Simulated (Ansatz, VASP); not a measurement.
**Ti3Ag: VASP beside Ansatz**

```
Ti Ag
1.0
     4.18700    0.00000    0.00000
     0.00000    4.18700    0.00000
     0.00000    0.00000    4.02900
Ti Ag
3 1
Direct
  0.00000 0.50000 0.50000
  0.50000 0.00000 0.50000
  0.50000 0.50000 0.00000
  0.00000 0.00000 0.00000
```

Change from the starting cell: zz strain of +2 %.

Alike in both runs: task single point; functional LDA; k mesh 9 × 9 × 9; occupations fermi-dirac, width 0.08 eV; no spin polarisation.

|  | VASP | Ansatz |
| --- | --- | --- |
| version | VASP 6.6.1 | Ansatz 0.2.0 |
| potentials or method | VASP PAW LDA potentials, release 64 (Ti_sv, Ag), cutoff 520 eV | all-electron LAPW, scalar-relativistic |

Ansatz gave:

| Quantity | Value |
| --- | --- |
| pressure (GPa) | -11.6 |
| traceless stress, the component that is largest in VASP (GPa) | 0.99 |

Task: What did VASP give for the same quantities?

Result: Pressure (GPa): -11.5; traceless stress, the component that is largest in VASP (GPa): 0.99.

LDA's correlation is that of Perdew and Zunger in VASP and of Perdew and Wang (1992) in Ansatz. Ansatz ran all-electron here, and VASP with PAW potentials.
